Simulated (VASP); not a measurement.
Set up this calculation in VASP 6.6.1, as the native input.

* Task: single point
* Functional: LDA
* Potentials or basis: VASP PAW LDA potentials, release 64 (Re, Sb)
* Cutoff: 520 eV
* k mesh: 12 × 12 × 12
* Occupations: fermi-dirac, width 0.08 eV
* Spin: no spin polarisation
* Dipole correction: no
* Further INCAR settings: ALGO = Normal; EDIFF = 1e-06; NBANDS = 13

The structure of ReSb (rocksalt type) lies in POSCAR:

```
ReSb
1.0
    0.0000000000      2.6854092159      2.6854092159
    2.6854092159      0.0000000000      2.6854092159
    2.6854092159      2.6854092159      0.0000000000
Re Sb
1 1
Direct
    0.0000000000      0.0000000000      0.0000000000
    0.5000000000      0.5000000000      0.5000000000
```

The input as run:

INCAR

```
SYSTEM = ReSb
PREC = Accurate
ENCUT = 520
EDIFF = 1E-6
ISMEAR = -1
SIGMA = 0.08
LREAL = .FALSE.
LASPH = .TRUE.
NELM = 60
ALGO = Normal
ISIF = 2
LWAVE = .FALSE.
LCHARG = .FALSE.
NBANDS = 13
```

KPOINTS

```
Automatic mesh
0
G
  12 12 12
  0 0 0
```

Potentials or basis: VASP PAW LDA potentials, release 64 (Re, Sb).

Run with:

```console
$ cat potpaw_LDA.64/Re/POTCAR potpaw_LDA.64/Sb/POTCAR > POTCAR
$ mpirun -np 1 vasp_std > vasp.out
```

It gave:

| Quantity | Value |
| --- | --- |
| Pressure | 0.6 GPa |
| Band gap on the k mesh | zero (bands 6 and 7 overlap by 0.16 eV) |

Caveat: spin-orbit coupling is left out, which moves the levels of the heavy elements.

Wall time 31 s on 1 thread of Intel Xeon 8259CL, on a shared host, peak memory 0.17 GiB.
